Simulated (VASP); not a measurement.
# KCdCO3F (P-6c2) in VASP: settings compared

Aim: see how the results for KCdCO3F move with the level of theory and the settings. Levels: PBE, r2SCAN. Tasks: electric field gradients.

Program: VASP 6.6.1. These are calculated values, not measurements. Logs are shortened: lines on timing, memory, paths and dates and some standing lists are left out, and cuts for length are marked.

**1. The cell of the first run**

Symmetry: P-6c2, No. 188, hexagonal system. The conventional cell has a = 5.135 Å, b = 5.135 Å, c = 8.846 Å, α = 90.00°, β = 90.00°, γ = 120.00°. K (site symmetry 32) has 6 O at 2.83 Å and 3 F at 2.96 Å and 6 Cd at 3.70 Å and 6 C at 3.70 Å within 3.7 Å. Cd (site symmetry -6) has 2 F at 2.21 Å and 3 O at 2.24 Å within 2.9 Å. Within 1.7 Å of C (site symmetry -6) lie 3 O at 1.29 Å. Within 1.7 Å of O (site symmetry m) lie 1 C at 1.29 Å. Within 2.9 Å of F (site symmetry 32) lie 2 Cd at 2.21 Å.

**2. Electric field gradients, PBE**

The input, INCAR:

```
PREC     = Accurate       # precision mode
ENCUT    = 520            # plane-wave cutoff, eV
EDIFF    = 1E-8           # SCF threshold, eV
ISMEAR   = -1             # smearing method
SIGMA    = 0.02           # smearing width, eV
LREAL    = F              # projectors in reciprocal space
LASPH    = T              # aspherical terms in the spheres
NELM     = 100            # most SCF steps
ALGO     = Normal         # electronic algorithm
ISIF     = 2              # what is computed and relaxed
LWAVE    = F              # write WAVECAR
LCHARG   = F              # write CHGCAR
GGA      = PE             # functional
LEFG     = T            
NBANDS   = 63             # bands
```

The input, KPOINTS:

```
regular mesh
0
Gamma
  5 5 3
```

The input, POSCAR:

```
KCdCO3F
1.0
    5.1349000000      0.0000000000      0.0000000000
   -2.5674500000      4.4469538459      0.0000000000
    0.0000000000      0.0000000000      8.8460000000
K Cd C O F
2 2 2 6 2
Direct
    0.6666666667      0.3333333333      0.5000000000
    0.6666666667      0.3333333333      0.0000000000
    0.0000000000      0.0000000000      0.2500000000
    0.0000000000      0.0000000000      0.7500000000
    0.3333333333      0.6666666667      0.2500000000
    0.3333333333      0.6666666667      0.7500000000
    0.4062000000      0.9453000000      0.2500000000
    0.5391000000      0.5938000000      0.2500000000
    0.0547000000      0.4609000000      0.2500000000
    0.0547000000      0.5938000000      0.7500000000
    0.4062000000      0.4609000000      0.7500000000
    0.5391000000      0.9453000000      0.7500000000
    0.0000000000      0.0000000000      0.5000000000
    0.0000000000      0.0000000000      0.0000000000
```

Potentials or basis: VASP PAW PBE potentials, release 64 (K_sv, Cd, C, O, F).

Run with:

```
cat potpaw_PBE.64/K_sv/POTCAR potpaw_PBE.64/Cd/POTCAR potpaw_PBE.64/C/POTCAR potpaw_PBE.64/O/POTCAR potpaw_PBE.64/F/POTCAR > POTCAR
mpirun -np 1 vasp_std > vasp.out
```

OUTCAR:

```text
PREC = Accurate
   ENCUT = 520
   EDIFF = 1E-8
   ISMEAR = -1
   LREAL = F
   LASPH = T
   NELM = 100
   ISIF = 2
   GGA = PE

 ion  position               nearest neighbor table
   1  0.667  0.333  0.500-   9 2.83  12 2.83  10 2.83   7 2.83  11 2.83   8 2.83   3 3.70   4 3.70
                             3 3.70   4 3.70   3 3.70   4 3.70
   2  0.667  0.333  0.000-   9 2.83  12 2.83  10 2.83   7 2.83  11 2.83   8 2.83   3 3.70   4 3.70
                             3 3.70   4 3.70   3 3.70   4 3.70
   3  0.000  0.000  0.250-  13 2.21  14 2.21   7 2.24   8 2.24   9 2.24   2 3.70   1 3.70   2 3.70
                             1 3.70   1 3.70   2 3.70
   4  0.000  0.000  0.750-  13 2.21  14 2.21  12 2.24  10 2.24  11 2.24   2 3.70   1 3.70   2 3.70
                             1 3.70   1 3.70   2 3.70
   5  0.333  0.667  0.250-   7 1.29   9 1.29   8 1.29
   6  0.333  0.667  0.750-  10 1.29  12 1.29  11 1.29
   7  0.406  0.945  0.250-   5 1.29   3 2.24   1 2.83   2 2.83
   8  0.539  0.594  0.250-   5 1.29   3 2.24   1 2.83   2 2.83
   9  0.055  0.461  0.250-   5 1.29   3 2.24   1 2.83   2 2.83
  10  0.055  0.594  0.750-   6 1.29   4 2.24   1 2.83   2 2.83
  11  0.406  0.461  0.750-   6 1.29   4 2.24   1 2.83   2 2.83
  12  0.539  0.945  0.750-   6 1.29   4 2.24   1 2.83   2 2.83
  13  0.000  0.000  0.500-   3 2.21   4 2.21
  14  0.000  0.000  0.000-   3 2.21   4 2.21

  LATTYP: Found a hexagonal cell.
 ALAT       =     5.1349000000
 C/A-ratio  =     1.7227209878

  Lattice vectors:

 A1 = (   5.1349000000,   0.0000000000,   0.0000000000)
 A2 = (  -2.5674500000,   4.4469538459,   0.0000000000)
 A3 = (   0.0000000000,   0.0000000000,   8.8460000000)

Analysis of symmetry for initial positions (statically):
=====================================================================
 Subroutine PRICEL returns:
 Original cell was already a primitive cell.

 Routine SETGRP: Setting up the symmetry group for a
 hexagonal supercell.

 Subroutine GETGRP returns: Found 12 space group operations
 (whereof  6 operations were pure point group operations)
 out of a pool of 24 trial point group operations.

The static configuration has the point symmetry D_3 .
 The point group associated with its full space group is D_3h.

Analysis of symmetry for dynamics (positions and initial velocities):
=====================================================================
 Subroutine PRICEL returns:
 Original cell was already a primitive cell.

 Routine SETGRP: Setting up the symmetry group for a
 hexagonal supercell.

 Subroutine GETGRP returns: Found 12 space group operations
 (whereof  6 operations were pure point group operations)
 out of a pool of 24 trial point group operations.

The dynamic configuration has the point symmetry D_3 .
 The point group associated with its full space group is D_3h.

 Subroutine INISYM returns: Found 12 space group operations
 (whereof  6 operations are pure point group operations),
 and found     1 'primitive' translations

----------------------------------------------------------------------------------------

                                     Primitive cell

  volume of cell :     201.9954

  direct lattice vectors                    reciprocal lattice vectors
     5.134900000  0.000000000  0.000000000     0.194745759  0.112436517  0.000000000
    -2.567450000  4.446953846  0.000000000     0.000000000  0.224873033  0.000000000
     0.000000000  0.000000000  8.846000000     0.000000000  0.000000000  0.113045444

  length of vectors
     5.134900000  5.134900000  8.846000000     0.224873033  0.224873033  0.113045444

  position of ions in fractional coordinates (direct lattice)
     0.666666667  0.333333333  0.500000000
     0.666666667  0.333333333  0.000000000
     0.000000000  0.000000000  0.250000000
     0.000000000  0.000000000  0.750000000
     0.333333333  0.666666667  0.250000000
     0.333333333  0.666666667  0.750000000
     0.406200000  0.945300000  0.250000000
[... 115 lines left out ...]
 maximum number of plane-waves:      5475
 NGX is ok and might be reduce to    40
   NGX = 19   NGY = 19   NGZ = 33

 number of electron     100.0000017 magnetization

 Free energy of the ion-electron system (eV)
  ---------------------------------------------------
  ext. energy  EPLUGINS =         0.00000000
  ---------------------------------------------------
  free energy    TOTEN  =       -79.95328742 eV

  energy without entropy =      -79.95328742  energy(sigma->0) =      -79.95328742

 E-fermi :   0.3211     XC(G=0):  -9.2444

 val. band max:       -0.2405942783   @ k =   0.2000  -0.0000   0.0000
 cond. band min:       2.9639427113   @ k =   0.0000   0.0000   0.0000
 fundamental gap:      3.2045369896
 Fermi energy:         0.3211327010

 k-point     1 :       0.0000    0.0000    0.0000
  band No.  band energies     occupation
      1     -27.8822      2.00000
      2     -27.8752      2.00000
      3     -22.1075      2.00000
      4     -22.1028      2.00000
      5     -21.4406      2.00000
      6     -21.3709      2.00000
[... 639 lines left out ...]
     61       8.9554      0.00000
     62       9.0665      0.00000
 [bands above 62 left out]

------------------------ aborting loop because EDIFF is reached ----------------------------------------

  FORCE on cell =-STRESS in cart. coord.  units (eV):
  Direction    XX          YY          ZZ          XY          YZ          ZX
  --------------------------------------------------------------------------------------
  -------------------------------------------------------------------------------------
  Total        7.4829556      7.4829556      5.0876998     -0.0000000      0.0000000     -0.0000000
  in kB       59.3529353     59.3529353     40.3543644     -0.0000000      0.0000000     -0.0000000
  external PRESSURE =      53.0200783 kB  Pullay stress =       0.0000000 kB

 VOLUME and BASIS-vectors are now :
 -----------------------------------------------------------------------------
  energy-cutoff  :      520.00
  volume of cell :      202.00
      direct lattice vectors                 reciprocal lattice vectors
     5.134900000  0.000000000  0.000000000     0.194745759  0.112436517  0.000000000
    -2.567450000  4.446953846  0.000000000     0.000000000  0.224873033  0.000000000
     0.000000000  0.000000000  8.846000000     0.000000000  0.000000000  0.113045444

 POSITION                                       TOTAL-FORCE (eV/Angst)
 -----------------------------------------------------------------------------------
      2.56745      1.48232      4.42300        -0.000000     -0.000000     -0.000000
      2.56745      1.48232      0.00000        -0.000000     -0.000000     -0.000000
      0.00000      0.00000      2.21150        -0.000000     -0.000000      0.000000
      0.00000      0.00000      6.63450        -0.000000      0.000000      0.000000
     -0.00000      2.96464      2.21150        -0.000000      0.000000      0.000000
     -0.00000      2.96464      6.63450        -0.000000     -0.000000      0.000000
     -0.34121      4.20371      2.21150        -0.048549      0.771233     -0.000000
      1.24367      2.64060      2.21150         0.692182     -0.343571     -0.000000
     -0.90246      2.04960      2.21150        -0.643633     -0.427662     -0.000000
     -1.24367      2.64060      6.63450        -0.692182     -0.343571     -0.000000
      0.90246      2.04960      6.63450         0.643633     -0.427662     -0.000000
      0.34121      4.20371      6.63450         0.048549      0.771233     -0.000000
      0.00000      0.00000      4.42300        -0.000000      0.000000     -0.000000
      0.00000      0.00000      0.00000        -0.000000      0.000000     -0.000000
 -----------------------------------------------------------------------------------
    total drift:                                0.000000     -0.000000      0.000000

  FREE ENERGIE OF THE ION-ELECTRON SYSTEM (eV)
  ---------------------------------------------------
  free  energy   TOTEN  =       -79.9532874166 eV

  energy  without entropy=      -79.9532874166  energy(sigma->0) =      -79.95328742

 Electric field gradients (V/A^2)
---------------------------------------------------------------------
 ion       V_xx      V_yy      V_zz      V_xy      V_xz      V_yz
---------------------------------------------------------------------
   1      10.098    10.098   -20.196    -0.000     0.000     0.000
   2      10.098    10.098   -20.196    -0.000    -0.000    -0.000
   3      -1.030    -1.034     2.064    -0.002    -0.000    -0.000
   4      -1.031    -1.033     2.064    -0.003    -0.000     0.000
   5     -17.695   -17.697    35.392    -0.000     0.000    -0.000
   6     -17.696   -17.696    35.392    -0.001    -0.000     0.000
   7     -60.990    84.689   -23.699   -66.066    -0.000     0.000
   8     105.484   -81.783   -23.701   -30.050    -0.000    -0.000
   9      -8.942    32.644   -23.701    96.113    -0.000    -0.000
  10     105.484   -81.785   -23.699    30.048     0.000    -0.000
  11      -8.942    32.643   -23.701   -96.114    -0.000    -0.000
  12     -60.989    84.691   -23.701    66.064     0.000    -0.000
  13     -43.944   -43.941    87.885     0.003    -0.000    -0.000
  14     -43.944   -43.941    87.885     0.003     0.000     0.000
---------------------------------------------------------------------

 Electric field gradients after diagonalization (V/A^2)
 (convention: |V_zz| > |V_xx| > |V_yy|)
----------------------------------------------------------------------
 ion       V_xx      V_yy      V_zz     asymmetry (V_yy - V_xx)/ V_zz
----------------------------------------------------------------------
   1      10.098    10.098   -20.196       0.000
   2      10.098    10.098   -20.196       0.000
   3      -1.035    -1.029     2.064       0.003
   4      -1.035    -1.029     2.064       0.003
   5     -17.697   -17.695    35.392       0.000
   6     -17.697   -17.695    35.392       0.000
   7     -86.488   -23.699   110.187       0.570
   8     -86.487   -23.701   110.188       0.570
   9     -86.486   -23.701   110.187       0.570
  10     -86.488   -23.699   110.187       0.570
  11     -86.487   -23.701   110.188       0.570
  12     -86.486   -23.701   110.187       0.570
  13     -43.946   -43.939    87.885       0.000
  14     -43.946   -43.939    87.885       0.000
----------------------------------------------------------------------

           NMR quadrupolar parameters

 Cq : quadrupolar parameter    Cq=e*Q*V_zz/h
 eta: asymmetry parameters     (V_yy - V_xx)/ V_zz
 Q  : nuclear electric quadrupole moment in mb (millibarn)
----------------------------------------------------------------------
 ion       Cq(MHz)       eta       Q (mb)
----------------------------------------------------------------------
   1      -0.049       0.000       1.000
   2      -0.049       0.000       1.000
   3       0.005       0.003       1.000
   4       0.005       0.003       1.000
   5       0.086       0.000       1.000
   6       0.086       0.000       1.000
   7       0.266       0.570       1.000
   8       0.266       0.570       1.000
   9       0.266       0.570       1.000
  10       0.266       0.570       1.000
  11       0.266       0.570       1.000
  12       0.266       0.570       1.000
  13       0.213       0.000       1.000
  14       0.213       0.000       1.000
----------------------------------------------------------------------
```

Run time: 3.6 min. Hardware: 1 thread of Intel Xeon Platinum 8488C (Sapphire Rapids), shared host; peak memory 0.4 GiB.

What came out:

* Free energy: -79.9533 eV
* Pressure: 5.3 GPa
* Largest force: 0.773 eV/Å
* Band gap on the k mesh: 3.20 eV, indirect (the least direct gap lies 0.4 meV higher)

Forces in eV/Å, atoms in the order of the input:
```
K    0.000  0.000  0.000
K    0.000  0.000  0.000
Cd   0.000  0.000  0.000
Cd   0.000  0.000  0.000
C    0.000  0.000  0.000
C    0.000  0.000  0.000
O   -0.049  0.771  0.000
O    0.692 -0.344  0.000
O   -0.644 -0.428  0.000
O   -0.692 -0.344  0.000
O    0.644 -0.428  0.000
O    0.049  0.771  0.000
F    0.000  0.000  0.000
F    0.000  0.000  0.000
```

Electric field gradients, principal values (V/Å²):
```
atom    least   middle  greatest (by size)
 1 K   10.098   10.098             -20.196
 2 K   10.098   10.098             -20.196
3 Cd   -1.029   -1.035               2.064
4 Cd   -1.029   -1.035               2.064
 5 C  -17.695  -17.697              35.392
 6 C  -17.695  -17.697              35.392
 7 O  -23.699  -86.488             110.187
 8 O  -23.701  -86.487             110.188
 9 O  -23.701  -86.486             110.187
10 O  -23.699  -86.488             110.187
11 O  -23.701  -86.487             110.188
12 O  -23.701  -86.486             110.187
13 F  -43.939  -43.946              87.885
14 F  -43.939  -43.946              87.885
```

Caveat: without QUAD_EFG the Cq values of the log hold for a quadrupole moment of 1 mb, not for the nuclei.

(Continued in part 2 of 2.)
